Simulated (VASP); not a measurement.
A run of VASP 6.6.1 is set up as follows.

POSCAR

```
WS2
1.0
    3.1829541699      0.0000000000      0.0000000000
   -1.5914770850      2.7565191702      0.0000000000
    0.0000000000      0.0000000000     28.5322178600
W S
3 6
Direct
    0.6666666667      0.3333333333      0.4343616800
    0.6666666667      0.3333333333      0.8855337800
    0.0000000000      0.0000000000      0.6592864300
    0.6666666667      0.3333333333      0.6046252100
    0.0000000000      0.0000000000      0.3797102500
    0.0000000000      0.0000000000      0.8308482800
    0.6666666667      0.3333333333      0.7139522100
    0.0000000000      0.0000000000      0.4890304200
    0.0000000000      0.0000000000      0.9401857300
```

INCAR.step1

```
PREC = Accurate
ENCUT = 520
ISMEAR = -1
SIGMA = 0.05
LREAL = False
LASPH = True
NELM = 150
LMAXMIX = 4
LDAU = True
LDAUTYPE = 2
LDAUL = 2 -1
LDAUU = 3 0
LDAUJ = 0 0
NBANDS = 49
GGA = PE
ALGO = Normal
EDIFF = 1E-4
LWAVE = True
LCHARG = False
```

The input INCAR.step2:

```
PREC = Accurate
ENCUT = 520
EDIFF = 1E-6
ISMEAR = -1
SIGMA = 0.05
LREAL = False
LASPH = True
NELM = 150
ALGO = Normal
ISIF = 2
LWAVE = False
LCHARG = False
LMAXMIX = 4
LDAU = True
LDAUTYPE = 2
LDAUL = 2 -1
LDAUU = 3 0
LDAUJ = 0 0
LDAUPRINT = 1
METAGGA = R2SCAN
LMIXTAU = True
NBANDS = 49
ISTART = 1
```

Contents of KPOINTS:

```
Automatic mesh
0
Gamma
  7 7 1
```

Potentials or basis: VASP PAW PBE potentials, release 64 (W_sv, S).

The run is started by

```bash
$ cat potpaw_PBE.64/W_sv/POTCAR potpaw_PBE.64/S/POTCAR > POTCAR
$ cp INCAR.step1 INCAR
$ mpirun -np 1 vasp_std > vasp.out
$ cp INCAR.step2 INCAR
$ mpirun -np 1 vasp_std > vasp.out
```

(1) Predict the band gap on the k mesh.

(2) Predict the largest force.

Answers

(1) 1.60 eV, indirect (least direct gap 2.48 eV).

(2) 0.287 eV/Å.

Caveat: the PAW data sets were made with another functional, which shifts forces and pressure a little; spin-orbit coupling is left out, which moves the levels of the heavy elements.
